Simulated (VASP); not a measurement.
CoTeH, 3 atoms in the cell. Symmetry: P4/mmm, No. 123, tetragonal system. Conventional cell: a = 3.484 Å, b = 3.484 Å, c = 3.227 Å, α = 90.00°, β = 90.00°, γ = 90.00°. Within 2.1 Å of Co (site symmetry 4/mmm) lie 2 H at 1.61 Å. Within 3.3 Å of Te (site symmetry 4/mmm) lie 4 H at 2.46 Å and 8 Co at 2.95 Å and 2 Te at 3.23 Å. H (site symmetry 4/mmm) has 2 Co at 1.61 Å within 2.1 Å. 

```yaml
Program: VASP 6.6.1
Task: single point
Functional: PBE
Potentials_or_basis: VASP PAW PBE potentials, release 64 (Co, Te, H)
Cutoff: 520 eV
k_mesh: 6 × 6 × 6
Occupations: gaussian, width 0.1 eV
Spin: collinear spin, ferromagnetic start
Starting_moments: "[3.0, 0.0, 0.0] μB"
Dipole_correction: no
Further_INCAR_settings: ALGO = Normal; EDIFF = 1e-06; NBANDS = 19
```

Potentials or basis: VASP PAW PBE potentials, release 64 (Co, Te, H).

Command:

```sh
$ cat potpaw_PBE.64/Co/POTCAR potpaw_PBE.64/Te/POTCAR potpaw_PBE.64/H/POTCAR > POTCAR
$ mpirun -np 1 vasp_std > vasp.out
```

Hardware: 1 thread of Intel(R) Xeon(R) Platinum 8559C (Emerald Rapids) (shared host).

Problem. Estimate the wall time of this run.

Solution. Run time: 31 s on 1 thread of Intel(R) Xeon(R) Platinum 8559C (Emerald Rapids) (shared host), peak memory 0.19 GiB. Counts: scf iterations 16, k points 40.
